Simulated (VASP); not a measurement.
# O in VASP: a series of runs

The runs below take O through single point, with PBE+D3(BJ).

All numbers are computed with VASP 6.6.1; they aren't measurements. Logs are shortened: lines on timing, memory, paths and dates and some standing lists are left out, and cuts for length are marked.

## 1. The cell of the first run

The cell holds an amorphous packing of atoms, 24 atoms: a = 8.262 Å, b = 8.262 Å, c = 8.262 Å, α = 90.00°, β = 90.00°, γ = 90.00°.

## 2. Single point, PBE+D3(BJ), collinear spin, ferromagnetic start

The input, INCAR:

```
SYSTEM = O
PREC     = Accurate       ! precision mode
ENCUT    = 520            ! plane-wave cutoff, eV
EDIFF    = 1E-6           ! SCF threshold, eV
ISMEAR   = -1             ! smearing method
SIGMA    = 0.05           ! smearing width, eV
LREAL    = Auto         
LASPH    = .True.         ! aspherical terms in the spheres
NELM     = 150            ! most SCF steps
ALGO     = Normal         ! electronic algorithm
ISIF     = 2              ! what is computed and relaxed
LWAVE    = .False.        ! write WAVECAR
LCHARG   = .True.         ! write CHGCAR
ISPIN    = 2              ! spin polarisation
MAGMOM   = 1 1 1 1 1 1 1 1 1 1 1 1 1 1 1 1 1 1 1 1 1 1 1 1 ! initial moments
LORBIT   = 11             ! projections on sites
GGA      = PE             ! functional
IVDW     = 12             ! dispersion correction
LELF     = .True.         ! ELF
LVHAR    = .True.       
NBANDS   = 94             ! bands
```

The input, KPOINTS:

```
regular mesh
0
Gamma
  1 1 1
  0 0 0
```

The input, POSCAR:

```
O
1.0
    8.2621490000      0.0000000000      0.0000000000
    0.0000000000      8.2621490000      0.0000000000
    0.0000000000      0.0000000000      8.2621490000
O
24
Direct
   -0.0627318631      0.9151009017      0.1940294226
    0.0328243899      0.8886186875      0.0816373561
    0.7663865660      0.2432781108      0.6853543794
    0.8611803055      0.1382570080      0.7346998947
    0.6120925682      0.9460734731      0.5454997241
    0.6307317866      1.0327095287      0.4203022724
    0.1977935765      0.5764117786      0.6573108280
    0.1655743560      0.5222249078      0.5205062266
    0.8533131029      0.7078666821      0.5014070794
    0.7606253530      0.6197298064      0.4262329329
    0.3633437257      0.7509305388      0.2647616256
    0.4450779089      0.7069831348      0.1448049412
    0.5727202451      0.2944754446      0.2094007261
    0.6900020806      0.3398752552      0.1296272919
    0.3625206953      0.2823841594      0.9147983170
    0.2467154732      0.2033974454      0.8729569026
    0.0604806328      0.4943023903      0.0910779992
   -0.0246061890      0.4850069879     -0.0319892561
    0.6474586697     -0.0462833580     -0.0165695390
    0.5084996652     -0.0023480574     -0.0365764403
    0.1500457084      0.0903881060      0.5260011651
    0.2342126728      0.1094146329      0.4096270837
    0.7163632609      0.6275849056      0.8209244350
    0.5708442198      0.5992508729      0.7971775866
```

Potentials or basis: VASP PAW PBE potentials, release 64 (O).

Command:

```bash
$ cat potpaw_PBE.64/O/POTCAR > POTCAR
$ mpirun -np 1 vasp_gam > vasp.out
```

OUTCAR:

```text
SYSTEM = O
   PREC = Accurate
   ENCUT = 520
   EDIFF = 1E-6
   ISMEAR = -1
   LREAL = Auto
   LASPH = .True.
   NELM = 150
   ISIF = 2
   ISPIN = 2
   LORBIT = 11
   GGA = PE
   IVDW = 12
 IVDW          = 12

 ion  position               nearest neighbor table
   1  0.937  0.915  0.194-   2 1.24
   2  0.033  0.889  0.082-   1 1.24
   3  0.766  0.243  0.685-   4 1.24
   4  0.861  0.138  0.735-   3 1.24
   5  0.612  0.946  0.545-   6 1.27
   6  0.631  0.033  0.420-   5 1.27
[... 16 lines left out ...]
  23  0.716  0.628  0.821-  24 1.24
  24  0.571  0.599  0.797-  23 1.24

  LATTYP: Found a simple cubic cell.
 ALAT       =     8.2621490000

  Lattice vectors:

 A1 = (   8.2621490000,   0.0000000000,   0.0000000000)
 A2 = (   0.0000000000,   8.2621490000,   0.0000000000)
 A3 = (   0.0000000000,   0.0000000000,   8.2621490000)

Analysis of symmetry for initial positions (statically):
=====================================================================
 Subroutine PRICEL returns:
 Original cell was already a primitive cell.

 Routine SETGRP: Setting up the symmetry group for a
 simple cubic supercell.

 Subroutine GETGRP returns: Found  1 space group operations
 (whereof  1 operations were pure point group operations)
 out of a pool of 48 trial point group operations.

The static configuration has the point symmetry C_1 .

Analysis of symmetry for dynamics (positions and initial velocities):
=====================================================================
 Subroutine PRICEL returns:
 Original cell was already a primitive cell.

 Routine SETGRP: Setting up the symmetry group for a
 simple cubic supercell.

 Subroutine GETGRP returns: Found  1 space group operations
 (whereof  1 operations were pure point group operations)
 out of a pool of 48 trial point group operations.

The dynamic configuration has the point symmetry C_1 .

Analysis of structural, dynamic, and magnetic symmetry:
=====================================================================
 Subroutine PRICEL returns:
 Original cell was already a primitive cell.

 Routine SETGRP: Setting up the symmetry group for a
 simple cubic supercell.

 Subroutine GETGRP returns: Found  1 space group operations
 (whereof  1 operations were pure point group operations)
 out of a pool of 48 trial point group operations.

The overall configuration has the point symmetry C_1 .

 Subroutine INISYM returns: Found  1 space group operations
[... 159 lines left out ...]
  ext. energy  EPLUGINS =         0.00000000
  ---------------------------------------------------
  free energy    TOTEN  =      -118.36516537 eV

  energy without entropy =     -118.36516382  energy(sigma->0) =     -118.36516459

 E-fermi :  -2.7924     XC(G=0):  -6.1251

 val. band max:       -3.5062742000   @ k =   0.0000   0.0000   0.0000
 cond. band min:      -2.0795466212   @ k =   0.0000   0.0000   0.0000
 fundamental gap:      1.4267275788
 Fermi energy:        -2.7923965908

 spin component 1

 k-point     1 :       0.0000    0.0000    0.0000
  band No.  band energies     occupation
      1     -30.2393      1.00000
      2     -29.9574      1.00000
      3     -29.8588      1.00000
      4     -29.6415      1.00000
      5     -29.5213      1.00000
      6     -29.3701      1.00000
[... 76 lines left out ...]
     83      -3.5509      1.00000
     84      -3.5063      1.00000
 Fermi energy:        -2.7923965908

 spin component 2

 k-point     1 :       0.0000    0.0000    0.0000
  band No.  band energies     occupation
      1     -29.0511      1.00000
      2     -28.7592      1.00000
      3     -28.6564      1.00000
      4     -28.4313      1.00000
      5     -28.3082      1.00000
      6     -28.1517      1.00000
[... 76 lines left out ...]
     83      -1.1994      0.00000
     84      -1.1265      0.00000
 [bands above 84 left out]

------------------------ aborting loop because EDIFF is reached ----------------------------------------

 Edisp (eV)   -0.75869

 E8    (eV) :    -0.1752

  FORCE on cell =-STRESS in cart. coord.  units (eV):
  Direction    XX          YY          ZZ          XY          YZ          ZX
  --------------------------------------------------------------------------------------
  -------------------------------------------------------------------------------------
  Total       3.13492     0.26158    -1.61372     0.71699     0.34413    -0.10017
  in kB       8.90550     0.74308    -4.58416     2.03677     0.97759    -0.28456
  external pressure =        1.69 kB  Pullay stress =        0.00 kB

 VOLUME and BASIS-vectors are now :
 -----------------------------------------------------------------------------
  energy-cutoff  :      520.00
  volume of cell :      564.00
      direct lattice vectors                 reciprocal lattice vectors
     8.262149000  0.000000000  0.000000000     0.121033886  0.000000000  0.000000000
     0.000000000  8.262149000  0.000000000     0.000000000  0.121033886  0.000000000
     0.000000000  0.000000000  8.262149000     0.000000000  0.000000000  0.121033886

 POSITION                                       TOTAL-FORCE (eV/Angst)
 -----------------------------------------------------------------------------------
      7.74385      7.56070      1.60310         0.295021     -0.056688     -0.269878
      0.27120      7.34190      0.67450        -0.240516      0.084622      0.262408
      6.33200      2.01000      5.66250         0.261836     -0.184914      0.172047
      7.11520      1.14230      6.07020        -0.196363      0.300643     -0.072909
      5.05720      7.81660      4.50700         0.113158      1.276376     -1.793819
      5.21120      0.27025      3.47260        -0.278562     -1.330854      1.793371
[... 16 lines left out ...]
      5.91870      5.18520      6.78260        -0.596152     -0.102268     -0.090067
      4.71640      4.95110      6.58640         0.469182      0.096268      0.071562
 -----------------------------------------------------------------------------------
    total drift:                               -0.000435     -0.005059      0.014243

  FREE ENERGIE OF THE ION-ELECTRON SYSTEM (eV)
  ---------------------------------------------------
  free  energy   TOTEN  =      -119.1238594962 eV

  energy  without entropy=     -119.1238579428  energy(sigma->0) =     -119.12385872

 total charge

# of ion       s       p       d       tot
------------------------------------------
    1        1.611   3.270   0.000   4.881
    2        1.611   3.268   0.000   4.879
    3        1.611   3.272   0.000   4.883
    4        1.612   3.268   0.000   4.880
    5        1.612   3.232   0.000   4.843
    6        1.613   3.228   0.000   4.841
[... 16 lines left out ...]
   23        1.613   3.267   0.000   4.879
   24        1.611   3.267   0.000   4.878
--------------------------------------------------
tot         38.687  78.668   0.000 117.355

 magnetization (x)

# of ion       s       p       d       tot
------------------------------------------
    1        0.010   0.801   0.000   0.811
    2        0.010   0.803   0.000   0.814
    3        0.010   0.797   0.000   0.808
    4        0.011   0.806   0.000   0.817
    5        0.010   0.807   0.000   0.817
    6        0.011   0.806   0.000   0.816
[... 16 lines left out ...]
   23        0.011   0.807   0.000   0.818
   24        0.010   0.799   0.000   0.810
--------------------------------------------------
tot          0.251  19.229   0.000  19.480
```

stdout:

```text
POSCAR found type information on POSCAR O
 POSCAR found :  1 types and      24 ions
 scaLAPACK will be used
 LDA part: xc-table for (Slater+PW92), standard interpolation
 POSCAR, INCAR and KPOINTS ok, starting setup
 FFT: planning ... GRIDC
 FFT: planning ... GRID_SOFT
 FFT: planning ... GRID
 WAVECAR not read
 entering main loop
```

It took 2.8 min on 1 thread of Intel Xeon Platinum 8488C (Sapphire Rapids), shared host; peak memory 0.72 GiB.

What came out:

| Property | Result |
| --- | --- |
| Free energy | -119.1239 eV |
| Pressure | 0.2 GPa |
| Largest force | 3.009 eV/Å |
| Band gap on the k mesh | 1.43 eV |
| Net moment | 24.00 μB per cell |
| Site moments | O +0.81, +0.82, +0.80 μB |
| Valence electrons inside the program's atomic spheres | O 4.88, 4.84, 4.87, 4.90, 4.86, 4.89, 4.93, 4.92, 4.94 |
| Dispersion energy per atom | -0.032 eV |

Forces in eV/Å, atoms in the order of the input:
```
O    0.295 -0.057 -0.270
O   -0.241  0.085  0.262
O    0.262 -0.185  0.172
O   -0.196  0.301 -0.073
O    0.113  1.276 -1.794
O   -0.279 -1.331  1.793
O   -0.160 -0.273 -0.732
O    0.208  0.240  0.722
O    0.395  0.256  0.190
O   -0.307 -0.331 -0.284
O    0.731 -0.397 -1.051
O   -0.774  0.275  1.133
O   -0.122  0.034  0.116
O    0.108  0.054 -0.092
O    1.376  1.223  0.458
O   -1.543 -0.999 -0.532
O   -0.197 -0.035 -0.295
O    0.335 -0.005  0.373
O    1.249 -0.357  0.175
O   -1.150  0.235 -0.194
O   -1.728 -0.401  2.357
O    1.749  0.397 -2.416
O   -0.596 -0.102 -0.090
O    0.469  0.096  0.072
```

Stress tensor (GPa, compression positive):
```
 0.89  0.20 -0.03
 0.20  0.07  0.10
-0.03  0.10 -0.46
```

Levels at points of the mesh, in eV from the valence-band top:
Spin up:
```csv
k point,band 81,band 82,band 83,band 84,band 85,band 86,band 87,band 88
"(0.00, 0.00, 0.00)",-0.20,-0.11,-0.04,0.00,5.99,6.75,7.05,7.24
```
Spin down:
```tsv
k point	band 58	band 59	band 60	band 61	band 62	band 63
(0.00, 0.00, 0.00)	-4.51	-4.45	-4.33	1.43	1.47	1.56
```

Caveat: the k points lie up to 0.76 Å⁻¹ apart; the standard files for N, O and F lose accuracy on very short bonds.

## 3. Single point, PBE+D3(BJ), collinear spin, ferromagnetic start

The input, INCAR:

```
ALGO = Normal ; EDIFF = 1E-6
ENCUT = 520 ; GGA = PE
ISIF = 2 ; ISMEAR = -1
ISPIN = 2 ; IVDW = 12
LASPH = True ; LCHARG = False
LORBIT = 11 ; LREAL = Auto
LWAVE = False ; MAGMOM = 1 1 1 1 1 1 1 1 1 1 1 1 1 1 1 1 1 1 1 1 1 1 1 1
NBANDS = 94 ; NELM = 150
PREC = Accurate ; SIGMA = 0.05
```

The input, KPOINTS:

```
k-points
0
Gamma
  1 1 1
```

The input, POSCAR:

```
O
1.0
    8.2621490000      0.0000000000      0.0000000000
    0.0000000000      8.2621490000      0.0000000000
    0.0000000000      0.0000000000      8.2621490000
O
24
Direct
   -0.0751620432      0.8996811846      0.2415352229
    0.0152381662      0.8645571509      0.1365262234
    0.7409452432      0.2804718240      0.6226104129
    0.8393578959      0.2033248251      0.6978813865
    0.5438173531      0.9028764792      0.5316897577
    0.5815315120      0.9872128910      0.4132581003
    0.2323729577      0.5673342371      0.6745823635
    0.1432557074      0.5087780431      0.5767385701
    0.8831479558      0.7295801613      0.5192232675
    0.7831739660      0.6599251599      0.4448116344
    0.3706299656      0.7162059169      0.3081643771
    0.4461188003      0.7009677506      0.1814661052
    0.5976653290      0.3272393175      0.1897327197
    0.7104083937      0.3749629788      0.1077443653
    0.3994118237      0.2924299719      0.8961833053
    0.2754973313      0.2189987133      0.8701731232
    0.0813710815      0.4274190649      0.0795797800
   -0.0085691991      0.4771881989     -0.0202247623
    0.6755627380     -0.0471426986      0.0005325491
    0.5367126640     -0.0409578670     -0.0480383493
    0.1919960533      0.1506750847      0.5461896173
    0.2129107088      0.1034476623      0.4068433043
    0.6834904575      0.6374370639      0.8088452532
    0.5414813991      0.6379454062      0.7739148737
```

Potentials or basis: VASP PAW PBE potentials, release 64 (O).

Command:

```bash
$ cat potpaw_PBE.64/O/POTCAR > POTCAR
$ mpirun -np 1 vasp_gam > vasp.out
```

It took 2.6 min on 1 thread of Intel Xeon Platinum 8488C (Sapphire Rapids), shared host; peak memory 0.72 GiB.

It converged, with:

| Quantity | Value |
| --- | --- |
| Free energy | -118.7082 eV |
| Pressure | 3.0 GPa |
| Largest force | 4.680 eV/Å |
| Band gap on the k mesh | 1.34 eV |
| Net moment | 24.00 μB per cell |
| Site moments | O +0.80, +0.81 μB |
| Valence electrons inside the program's atomic spheres | O 4.98, 4.97, 4.93, 4.88, 4.95, 4.90, 4.91, 4.92 |
| Dispersion energy per atom | -0.032 eV |

Forces on the atoms (eV/Å):
```
O   -2.786  1.256  3.201
O    2.918 -1.126 -3.364
O   -1.467  1.171 -1.118
O    1.459 -1.162  1.138
O    0.152  0.509 -0.358
O   -0.129 -0.282  0.469
O    1.797  1.255  2.049
O   -1.861 -1.281 -2.095
O    3.196  2.261  2.514
O   -3.201 -2.409 -2.419
O   -0.385 -0.039  0.407
O    0.255 -0.143 -0.488
O   -0.885 -0.397  0.751
O    0.769  0.340 -0.597
O    1.520  0.936  0.263
O   -1.513 -0.957 -0.274
O    2.651 -1.422  3.032
O   -2.537  1.532 -3.029
O    1.140  0.034  0.394
O   -1.156  0.104 -0.425
O   -0.055  0.055  0.299
O    0.042 -0.116 -0.409
O    1.887 -0.056  0.492
O   -1.811 -0.063 -0.435
```

Stress tensor (GPa, compression positive):
```
4.62 0.28 1.34
0.28 1.34 0.51
1.34 0.51 3.18
```

Levels at points of the mesh, in eV from the valence-band top:
Spin up:
| k point | band 80 | band 81 | band 82 | band 83 | band 84 | band 85 | band 86 | band 87 | band 88 |
| --- | --- | --- | --- | --- | --- | --- | --- | --- | --- |
| (0.00, 0.00, 0.00) | -0.19 | -0.18 | -0.15 | -0.07 | 0.00 | 5.79 | 6.68 | 6.98 | 7.24 |
Spin down:
| k point | band 58 | band 59 | band 60 | band 61 | band 62 | band 63 |
| --- | --- | --- | --- | --- | --- | --- |
| (0.00, 0.00, 0.00) | -4.90 | -4.83 | -4.75 | 1.34 | 1.44 | 1.53 |

Caveat: the k points lie up to 0.76 Å⁻¹ apart; the standard files for N, O and F lose accuracy on very short bonds.
